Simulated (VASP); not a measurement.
# LiH3 (Fm-3m) in VASP: relaxation of cell and atoms with PBE

Aim: the relaxation of cell and atoms of LiH3 with PBE.

Everything below comes from runs of VASP 6.6.1. Logs are shortened: lines on timing, memory, paths and dates and some standing lists are left out, and cuts for length are marked.

### Step 1. The cell of the first run

Symmetry: Fm-3m, No. 225, cubic system. Conventional cell: a = 5.433 Å, b = 5.433 Å, c = 5.433 Å, α = 90.00°, β = 90.00°, γ = 90.00°. Within 3.1 Å of Li (site symmetry m-3m) lie 14 H at 2.35 to 2.72 Å. H (site symmetry -43m) has 4 Li at 2.35 Å and 10 H at 2.35 to 2.72 Å within 3.1 Å. H (site symmetry m-3m) has 8 H at 2.35 Å and 6 Li at 2.72 Å within 3.1 Å.

The cell was generated, and may not be a known phase.

### Step 2. Relaxation of cell and atoms, PBE

INCAR reads:

```
  ALGO = Normal
  EDIFF = 1E-7
  EDIFFG = -0.04
  ENCUT = 1230
  GGA = PE
  GGA_COMPAT = False
  IBRION = 2
  ISIF = 3
  ISMEAR = 0
  LASPH = True
  LCHARG = False
  LREAL = False
  LWAVE = False
  NELM = 120
  NELMIN = 4
  NSW = 90
  PREC = Accurate
  SIGMA = 0.1
```

KPOINTS reads:

```
k-points
0
Gamma
  6 6 6
```

POSCAR reads:

```
LiH3
1.0
    0.0000000000      2.7163164400      2.7163164400
    2.7163164400      0.0000000000      2.7163164400
    2.7163164400      2.7163164400      0.0000000000
Li H
1 3
Direct
    0.0000000000      0.0000000000      0.0000000000
    0.2500000000      0.2500000000      0.2500000000
    0.7500000000      0.7500000000      0.7500000000
    0.5000000000      0.5000000000      0.5000000000
```

Potentials or basis: VASP PAW PBE potentials, release 64 (Li_sv, H_h).

On the command line:

```sh
$ cat potpaw_PBE.64/Li_sv/POTCAR potpaw_PBE.64/H_h/POTCAR > POTCAR
$ mpirun -np 1 vasp_std > vasp.out
```

OUTCAR:

```text
EDIFF = 1E-7
   EDIFFG = -0.04
   ENCUT = 1230
   GGA = PE
   IBRION = 2
   ISIF = 3
   ISMEAR = 0
   LASPH = True
   LREAL = False
   NELM = 120
   NELMIN = 4
   NSW = 90
   PREC = Accurate

 ion  position               nearest neighbor table
   1  0.000  0.000  0.000-
   2  0.250  0.250  0.250-
   3  0.750  0.750  0.750-
   4  0.500  0.500  0.500-

  LATTYP: Found a face centered cubic cell.
 ALAT       =     5.4326328800

  Lattice vectors:

 A1 = (   0.0000000000,   2.7163164400,   2.7163164400)
 A2 = (   2.7163164400,   0.0000000000,   2.7163164400)
 A3 = (   2.7163164400,   2.7163164400,   0.0000000000)

Analysis of symmetry for initial positions (statically):
=====================================================================
 Subroutine PRICEL returns:
 Original cell was already a primitive cell.

 Routine SETGRP: Setting up the symmetry group for a
 face centered cubic supercell.

 Subroutine GETGRP returns: Found 48 space group operations
 (whereof 48 operations were pure point group operations)
 out of a pool of 48 trial point group operations.

The static configuration has the point symmetry O_h .

Analysis of symmetry for dynamics (positions and initial velocities):
=====================================================================
 Subroutine PRICEL returns:
 Original cell was already a primitive cell.

 Routine SETGRP: Setting up the symmetry group for a
 face centered cubic supercell.

 Subroutine GETGRP returns: Found 48 space group operations
 (whereof 48 operations were pure point group operations)
 out of a pool of 48 trial point group operations.

The dynamic configuration has the point symmetry O_h .

 Subroutine INISYM returns: Found 48 space group operations
 (whereof 48 operations are pure point group operations),
 and found     1 'primitive' translations

----------------------------------------------------------------------------------------

                                     Primitive cell

  volume of cell :      40.0840

  direct lattice vectors                    reciprocal lattice vectors
     0.000000000  2.716316440  2.716316440    -0.184072810  0.184072810  0.184072810
     2.716316440  0.000000000  2.716316440     0.184072810 -0.184072810  0.184072810
     2.716316440  2.716316440  0.000000000     0.184072810  0.184072810 -0.184072810

  length of vectors
     3.841451549  3.841451549  3.841451549     0.318823459  0.318823459  0.318823459

  position of ions in fractional coordinates (direct lattice)
     0.000000000  0.000000000  0.000000000
     0.250000000  0.250000000  0.250000000
     0.750000000  0.750000000  0.750000000
     0.500000000  0.500000000  0.500000000

  ion indices of the primitive-cell ions
   primitive index   ion index
                 1           1
                 2           2
                 3           3
                 4           4

----------------------------------------------------------------------------------------

 KPOINTS: k-points

Automatic generation of k-mesh.
 Grid dimensions read from file:
 generate k-points for:    6    6    6

 Generating k-lattice:

  Cartesian coordinates                     Fractional coordinates (reciprocal lattice)
    -0.030678802  0.030678802  0.030678802     0.166666667  0.000000000  0.000000000
     0.030678802 -0.030678802  0.030678802     0.000000000  0.166666667  0.000000000
     0.030678802  0.030678802 -0.030678802     0.000000000  0.000000000  0.166666667

  Length of vectors
     0.053137243  0.053137243  0.053137243

  Shift w.r.t. Gamma in fractional coordinates (k-lattice)
     0.000000000  0.000000000  0.000000000

 Subroutine IBZKPT returns following result:
 ===========================================

 Found     16 irreducible k-points:

 Following reciprocal coordinates:
            Coordinates               Weight
  0.000000  0.000000  0.000000      1.000000
  0.166667  0.000000  0.000000      8.000000
  0.333333  0.000000  0.000000      8.000000
  0.500000  0.000000  0.000000      4.000000
  0.166667  0.166667  0.000000      6.000000
  0.333333  0.166667  0.000000     24.000000
[... 8 lines left out ...]
 -0.333333  0.333333  0.166667     24.000000
 -0.333333  0.500000  0.166667     12.000000
   k-points           NKPTS =     16   k-points in BZ     NKDIM =     16   number of bands    NBANDS=      7
   number of dos      NEDOS =    301   number of ions     NIONS =      4
   total plane-waves  NPLWV = 110592
   dimension x,y,z NGX =    48 NGY =   48 NGZ =   48
   dimension x,y,z NGXF=    96 NGYF=   96 NGZF=   96
   ions per type =               1   3
   NGX,Y,Z   is equivalent  to a cutoff of  20.77, 20.77, 20.77 a.u.
   NGXF,Y,Z  is equivalent  to a cutoff of  41.55, 41.55, 41.55 a.u.
 SYSTEM =  unknown system
   PREC   = accura    normal or accurate (medium, high low for compatibility)
   ISTART =      0    job   : 0-new  1-cont  2-samecut
   ICHARG =      2    charge: 1-file 2-atom 10-const
   ISPIN  =      1    spin polarized calculation?
   LNONCOLLINEAR =      F non collinear calculations
   LSORBIT =      F    spin-orbit coupling
   LASPH  =      T    aspherical Exc in radial PAW
   ENCUT  = 1230.0 eV  90.40 Ry    9.51 a.u.  10.99 10.99 10.99*2*pi/ulx,y,z
   NELM   =    120;   NELMIN=  4; NELMDL= -5     # of ELM steps
   EDIFF  = 0.1E-06   stopping-criterion for ELM
   LREAL  =      F    real-space projection
   EDIFFG = -.4E-01   stopping-criterion for IOM
   NSW    =     90    number of steps for IOM
   IBRION =      2    ionic relax: 0-MD 1-quasi-New 2-CG
   NFREE  =      1    steps in history (QN), initial steepest desc. (CG)
   ISIF   =      3    stress and relaxation
   ISYM   =      2    0-nonsym 1-usesym 2-fastsym
   POTIM  = 0.5000    time-step for ionic-motion
   TEBEG  =    0.0;   TEEND  =   0.0 temperature during run
   PSTRESS=    0.0 pullay stress
   NELECT =       6.0000    total number of electrons
   NUPDOWN=      -1.0000    fix difference up-down
   EMIN   =  10.00;   EMAX   =-10.00  energy-range for DOS
   EFERMI =   0.00;   METHOD = LEGACY
   ISMEAR =     0;   SIGMA  =   0.10  broadening in eV -4-tet -1-fermi 0-gaus
   EFERMI_NEDOS =   21; number of points for ismear=-14 and -15
   IALGO  =     38    algorithm
   IMIX   =      4    mixing-type and parameters
     AMIX     =   0.40;   BMIX     =  1.00
     AMIX_MAG =   1.60;   BMIX_MAG =  1.00
  volume/ion in A,a.u.               =      10.02        67.63
  Fermi-wavevector in a.u.,A,eV,Ry     =   0.869230  1.642607 10.280037  0.755561
  Thomas-Fermi vector in A             =   1.988023
   LORBIT       =      0    0 simple, 1 ext, 2 COOP (PROOUT), +10 PAW based schemes
   GGA     = PE    functional components
   LHFCALC =     F    Hartree Fock is set to
   AEXX    =    0.0000 exact exchange contribution
   IVDW    =     0    specifies the selected vdW correction
   LEPSILON=     F    determine dielectric tensor
   LRPA    =     F    only Hartree local field effects (RPA)
 conjugate gradient relaxation of ions
 non-spin polarized calculation
 Gauss-broadening in eV      SIGMA  =   0.10
  energy-cutoff  :     1230.00
  volume of cell :       40.08
 maximum number of plane-waves:      3945
 NGX is ok and might be reduce to    48
   NGX = 21   NGY = 21   NGZ = 21

--------------------------------------- Ionic step        1  -------------------------------------------

 number of electron       6.0000000 magnetization

 Free energy of the ion-electron system (eV)
  ---------------------------------------------------
  ext. energy  EPLUGINS =         0.00000000
  ---------------------------------------------------
  free energy    TOTEN  =        -8.67587751 eV

  energy without entropy =       -8.66342481  energy(sigma->0) =       -8.66965116

------------------------ aborting loop because EDIFF is reached ----------------------------------------

  FORCE on cell =-STRESS in cart. coord.  units (eV):
  Direction    XX          YY          ZZ          XY          YZ          ZX
  --------------------------------------------------------------------------------------
  -------------------------------------------------------------------------------------
  Total       -2.8568336     -2.8568336     -2.8568336      0.0000000      0.0000000      0.0000000
  in kB     -114.1890468   -114.1890468   -114.1890468      0.0000000      0.0000000      0.0000000
  external PRESSURE =    -114.1890468 kB  Pullay stress =       0.0000000 kB
[... 61 lines left out ...]
  energy  without entropy=       -8.9514978832  energy(sigma->0) =       -8.95769296

--------------------------------------- Ionic step        3  -------------------------------------------

 number of electron       6.0000000 magnetization

 E-fermi :  -0.0124     XC(G=0):  -8.9347

 val. band max:       -0.0433859307   @ k =   0.5000   0.3333   0.0000
 cond. band min:       0.3434632527   @ k =   0.5000   0.5000   0.0000
 fundamental gap:      0.3868491834
 Fermi energy:        -0.0123568676

 k-point     1 :       0.0000    0.0000    0.0000
  band No.  band energies     occupation
      1     -44.6376      2.00000
      2      -8.2603      2.00000
      3       3.2444      0.00000
      4       5.3771      0.00000
      5      12.3581      0.00000
      6      12.3581      0.00000
      7      12.3581      0.00000
[... 183 lines left out ...]
  energy  without entropy=       -9.6423606618  energy(sigma->0) =       -9.64846907

--------------------------------------- Ionic step        4  -------------------------------------------

 number of electron       6.0000000 magnetization

 E-fermi :   5.9233     XC(G=0): -11.9585

 val. band max:        5.8842543030   @ k =   0.5000   0.3333   0.0000
 cond. band min:       5.9543443023   @ k =  -0.3333   0.3333   0.0000
 fundamental gap:      0.0700899993
 Fermi energy:         5.9233337311

 k-point     1 :       0.0000    0.0000    0.0000
  band No.  band energies     occupation
      1     -39.5786      2.00000
      2      -8.2468      2.00000
      3      13.5566      0.00000
      4      18.4372      0.00000
      5      24.2254      0.00000
      6      24.2254      0.00000
      7      24.2254      0.00000
[... 221 lines left out ...]
  energy  without entropy=       -9.7649967228  energy(sigma->0) =       -9.77090490

--------------------------------------- Ionic step        6  -------------------------------------------

 number of electron       6.0000000 magnetization

 Free energy of the ion-electron system (eV)
  ---------------------------------------------------
  ext. energy  EPLUGINS =         0.00000000
  ---------------------------------------------------
  free energy    TOTEN  =        -9.80723965 eV

  energy without entropy =       -9.79608186  energy(sigma->0) =       -9.80166075

 E-fermi :   1.2600     XC(G=0):  -9.7195

 val. band max:        1.2409978583   @ k =   0.5000   0.3333   0.0000
 cond. band min:       1.7722098044   @ k =   0.5000   0.5000   0.0000
 fundamental gap:      0.5312119461
 Fermi energy:         1.2599787352

 k-point     1 :       0.0000    0.0000    0.0000
  band No.  band energies     occupation
      1     -43.2634      2.00000
      2      -8.4699      2.00000
      3       5.4681      0.00000
      4       8.2100      0.00000
      5      15.0591      0.00000
      6      15.0591      0.00000
      7      15.0591      0.00000
[... 179 lines left out ...]
  FREE ENERGIE OF THE ION-ELECTRON SYSTEM (eV)
  ---------------------------------------------------
  free  energy   TOTEN  =        -9.8072396500 eV

  energy  without entropy=       -9.7960818558  energy(sigma->0) =       -9.80166075

 reached required accuracy - stopping structural energy minimisation
```

Run time: 79 s. Hardware: 1 thread of Intel Xeon Platinum 8488C (Sapphire Rapids), shared host; peak memory 0.32 GiB.

Results:

- Free energy: -9.8072 eV
- Relaxed volume: 5.10 Å³/atom
- Relaxed cell: a = 3.067 Å, b = 3.067 Å, c = 3.067 Å, α = 60.00°, β = 60.00°, γ = 60.00°
- Space group after relaxing (to 0.1 Å): Fm-3m (No. 225)
- Energy gained by relaxing: 282.8 meV/atom
- Ionic steps: 6
- Pressure after relaxing: 0.6 GPa
- Band gap on the k mesh: zero (bands 3 and 4 overlap by 5.76 eV)

Step by step:
| step | energy change (eV) | largest force (eV/Å) | pressure (GPa) | volume (Å³) |
| --- | --- | --- | --- | --- |
| 1 | 0.0000 | 0.0000 | -11.42 | 40.08 |
| 2 | -0.2880 | 0.0000 | -11.59 | 36.08 |
| 3 | -0.9787 | 0.0000 | -8.25 | 25.69 |
| 4 | 0.5903 | 0.0000 | 92.65 | 11.29 |
| 5 | -1.1009 | 0.0000 | -4.46 | 22.70 |
| 6 | -1.1314 | 0.0000 | 0.65 | 20.39 |

Final structure:
```
CELL_PARAMETERS angstrom
0.00000 2.16841 2.16841
2.16841 0.00000 2.16841
2.16841 2.16841 0.00000
ATOMIC_POSITIONS crystal
Li 0.00000 0.00000 0.00000
H 0.25000 0.25000 0.25000
H 0.75000 0.75000 0.75000
H 0.50000 0.50000 0.50000
```

Caveat: the volume moved by over 15 % at a fixed basis, so the end points are rough.

The gap in the log of VASP goes by the Fermi energy; the results here count the filled bands.